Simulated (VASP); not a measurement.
A run of VASP 6.6.1 is set up as follows.

Contents of INCAR:

```
PREC = Accurate
ENCUT = 600
EDIFF = 1E-6
ISMEAR = 0
SIGMA = 0.1
LREAL = False
LASPH = True
NELM = 60
ALGO = Normal
ISIF = 3
LWAVE = False
LCHARG = False
GGA = PE
IVDW = 12
IBRION = 2
NSW = 90
EDIFFG = -0.04
```

File KPOINTS:

```
regular mesh
0
Gamma
  6 6 2
```

POSCAR

```
Re2P3
1.0
    3.3840000000      0.0000000000      0.0000000000
   -1.6920000000      2.9306299700      0.0000000000
    0.0000000000      0.0000000000      8.2967202100
Re P
2 3
Direct
    0.3333333300      0.6666666700      0.8319985700
    0.6666666700      0.3333333300      0.1680014300
    0.6666666700      0.3333333300      0.6639971500
    0.0000000000      0.0000000000      0.0000000000
    0.3333333300      0.6666666700      0.3360028500
```

Potentials or basis: VASP PAW PBE potentials, release 64 (Re, P).

Run with:

```sh
$ cat potpaw_PBE.64/Re/POTCAR potpaw_PBE.64/P/POTCAR > POTCAR
$ mpirun -np 1 vasp_std > vasp.out
```

(1) Estimate the relaxed cell.

(2) What does it give for the dispersion energy per atom?

(3) What does it give for the band gap on the k mesh?

Results:

(1) a = 2.919 Å, b = 2.919 Å, c = 9.672 Å, α = 90.00°, β = 90.00°, γ = 120.00°.

(2) -0.566 eV.

(3) zero (an odd number of electrons rules out a gap without spin polarisation).

Caveat: the k points lie up to 0.41 Å⁻¹ apart in the final cell, too coarse for converged energies and pressures of a metal; a cell axis changed by over 15 % at a fixed basis, so the end point is rough; spin-orbit coupling is left out, which moves the levels of the heavy elements.
